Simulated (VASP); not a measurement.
ZnWO4: single point with LDA

Crystal: ZnWO4.

```
Zn W O
1.0
     4.60622    0.00000    0.00959
     0.00000    5.64196    0.00000
    -0.04189    0.00000    4.86713
Zn W O
2 2 8
Direct
  0.50000 0.67561 0.25000
  0.50000 0.32439 0.75000
  0.00000 0.18176 0.25000
  0.00000 0.81824 0.75000
  0.21862 0.10602 0.93291
  0.78138 0.10602 0.56709
  0.78138 0.89398 0.06709
  0.21862 0.89398 0.43291
  0.25900 0.37808 0.40387
  0.74100 0.37808 0.09613
  0.74100 0.62192 0.59613
  0.25900 0.62192 0.90387
```

```yaml
Program: VASP 6.6.1
Task: single point
Functional: LDA
Potentials_or_basis: VASP PAW LDA potentials, release 64 (Zn, W_sv, O)
Cutoff: 600 eV
k_mesh: 6 × 4 × 6
Occupations: gaussian, width 0.01 eV
Spin: no spin polarisation
Dipole_correction: no
Further_INCAR_settings: ALGO = Normal; EDIFF = 1e-06; NBANDS = 62
```

| Property | Result |
| --- | --- |
| Pressure | 2.8 GPa |
| Largest force | 0.421 eV/Å |
| Band gap on the k mesh | 2.82 eV, indirect (least direct gap 2.86 eV) |

Forces in eV/Å, atoms in the order of the input:
```
Zn   0.000 -0.012  0.000
Zn   0.000  0.012  0.000
W    0.000 -0.344  0.000
W    0.000  0.344  0.000
O    0.167 -0.010 -0.181
O   -0.167 -0.010  0.181
O   -0.167  0.010  0.181
O    0.167  0.010 -0.181
O    0.270  0.277  0.166
O   -0.270  0.277 -0.166
O   -0.270 -0.277 -0.166
O    0.270 -0.277  0.166
```

Stress tensor (GPa, compression positive):
```
2.96 0.00 0.17
0.00 2.35 0.00
0.17 0.00 2.95
```

Levels at points of the mesh, in eV from the valence-band top:
| k point | band 48 | band 49 | band 50 | band 51 | band 52 | band 53 |
| --- | --- | --- | --- | --- | --- | --- |
| (0.00, 0.00, 0.00) | -0.41 | -0.41 | -0.30 | 3.25 | 3.73 | 3.79 |
| (0.50, 0.00, 0.00) | -0.27 | -0.26 | -0.24 | 3.50 | 3.50 | 3.54 |
| (0.00, 0.50, 0.00) | -0.63 | -0.48 | -0.03 | 2.82 | 3.72 | 3.90 |
| (0.50, 0.50, 0.00) | -0.73 | -0.57 | -0.35 | 3.38 | 3.69 | 3.74 |
| (0.00, 0.00, 0.50) | -0.63 | -0.10 | -0.10 | 3.35 | 3.35 | 3.75 |
| (0.50, 0.00, 0.50) | -0.44 | -0.27 | -0.27 | 3.62 | 3.62 | 3.84 |
| (0.00, 0.50, 0.50) | -0.66 | -0.28 | -0.28 | 3.33 | 3.33 | 3.93 |
| (0.50, 0.50, 0.50) | -0.99 | -0.43 | -0.43 | 3.57 | 3.57 | 3.90 |

Run time: 10 min on 1 thread of Intel Xeon 6975P-C (shared host), peak memory 0.54 GiB.

Caveat: spin-orbit coupling is left out, which moves the levels of the heavy elements. A k mesh can miss the band edges.
